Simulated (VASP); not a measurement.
Input of a VASP 6.6.1 run:

File POSCAR:

```
Ga2O3
1.0
    2.4926438817      1.4390865565      4.4796059956
   -2.4926543508      1.4391745846      4.4795835493
    0.0000710001     -2.8774255897      4.4793264417
Ga O
4 6
Direct
    0.3553398386      0.3554865673      0.3553467101
    0.1445015440      0.1445264576      0.1445812467
    0.6445383822      0.6445759122      0.6444999865
    0.8553746291      0.8553337001      0.8554772208
    0.5537647276      0.9464522295      0.2499213966
    0.2500127977      0.5535389856      0.9465065632
    0.9464469272      0.2499568578      0.5536077904
    0.4463953964      0.0536062308      0.7499785728
    0.7499420934      0.4465398133      0.0535871963
    0.0536836637      0.7499832453      0.4464933163
```

The input INCAR.step1:

```
  PREC = Accurate
  ENCUT = 520
  ISMEAR = 0
  SIGMA = 0.05
  LREAL = F
  LASPH = T
  NELM = 80
  NBANDS = 55
  GGA = PE
  ALGO = Normal
  EDIFF = 1E-4
  LWAVE = T
  LCHARG = F
```

The input INCAR.step2:

```
  PREC = Accurate
  ENCUT = 520
  EDIFF = 1E-6
  ISMEAR = 0
  SIGMA = 0.05
  LREAL = F
  LASPH = T
  NELM = 80
  ALGO = Normal
  ISIF = 2
  LWAVE = F
  LCHARG = F
  METAGGA = R2SCAN
  LMIXTAU = T
  NBANDS = 55
  ISTART = 1
```

File KPOINTS:

```
Automatic mesh
0
Gamma
  6 6 6
```

Potentials or basis: VASP PAW PBE potentials, release 64 (Ga_d, O).

Run with:

```sh
$ cat potpaw_PBE.64/Ga_d/POTCAR potpaw_PBE.64/O/POTCAR > POTCAR
$ cp INCAR.step1 INCAR
$ mpirun -np 1 vasp_std > vasp.out
$ cp INCAR.step2 INCAR
$ mpirun -np 1 vasp_std > vasp.out
```

**Question.** Predict the pressure.

**Answer.** 2.0 GPa.

**Question.** What does it give for the largest force?

**Answer.** 0.042 eV/Å.

**Question.** What does it give for the band gap on the k mesh?

**Answer.** 3.55 eV (least direct gap 3.81 eV).

Stress tensor (GPa, compression positive):
```
 2.13  0.00  0.00
 0.00  2.19 -0.01
 0.00 -0.01  1.57
```

Caveat: the PAW data sets were made with another functional, which shifts forces and pressure a little. A k mesh can miss the band edges.
